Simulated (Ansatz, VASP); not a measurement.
**CaO: VASP beside Ansatz**

Contents of INCAR:

```
SYSTEM = CaO
  PREC = Accurate
  ENCUT = 600
  EDIFF = 1E-6
  ISMEAR = 0
  SIGMA = 0.01
  LREAL = .False.
  LASPH = .True.
  NELM = 120
  ALGO = Normal
  ISIF = 2
  LWAVE = .False.
  LCHARG = .True.
  LELF = .True.
  LVHAR = .True.
  NBANDS = 15
  GGA_COMPAT = .False.
```

Contents of KPOINTS:

```
regular mesh
0
Gamma
  4 4 4
  0 0 0
```

POSCAR

```
CaO
1.0
    0.0000000000      2.3975501188      2.3975501188
    2.3975501188      0.0000000000      2.3975501188
    2.3975501188      2.3975501188      0.0000000000
Ca O
1 1
Direct
    0.0000000000      0.0000000000      0.0000000000
    0.5000000000      0.5000000000      0.5000000000
```

Input for Ansatz:

```yaml
crystal:
  lattice:
    - [0.0, 2.3975501188, 2.3975501188]
    - [2.3975501188, 0.0, 2.3975501188]
    - [2.3975501188, 2.3975501188, 0.0]
  atoms:
    - { symbol: Ca, position: [0.0, 0.0, 0.0] }
    - { symbol: O, position: [0.5, 0.5, 0.5] }
kpoints:
  mp_grid: { grid: [4, 4, 4] }
hamiltonian:
  xc: lda
scf:
  occupations: { method: fixed }
output:
  optics:
    e_range: [0.5, 10]
    de: 0.2
    sigma: 0.03
    scissors: 1.0
    scheme: fermi_dirac
    bands: auto
  write_density: true
  write_potential: true
  elf: true
  volumetric_format: npy
```

Alike in both runs: task single point; functional LDA; k mesh 4 × 4 × 4; no spin polarisation.

|  | VASP | Ansatz |
| --- | --- | --- |
| version | VASP 6.6.1 | Ansatz 0.2.0 |
| potentials or method | VASP PAW LDA potentials, release 64 (Ca_sv, O) | plane waves, PAW |
| plane-wave cutoff (eV) | 600 | 420 |
| occupations | gaussian, width 0.01 eV | fixed |
| valence electrons in the cell | 16 | 16 |

|  | VASP | Ansatz | Ansatz less VASP |
| --- | --- | --- | --- |
| gap on the k mesh at the Fermi level (eV) | 3.45 | 3.47 | +0.027 |

LDA's correlation is that of Perdew and Zunger in VASP and of Perdew and Wang (1992) in Ansatz.

The k mesh is coarse, so the values compare programs but aren't converged.
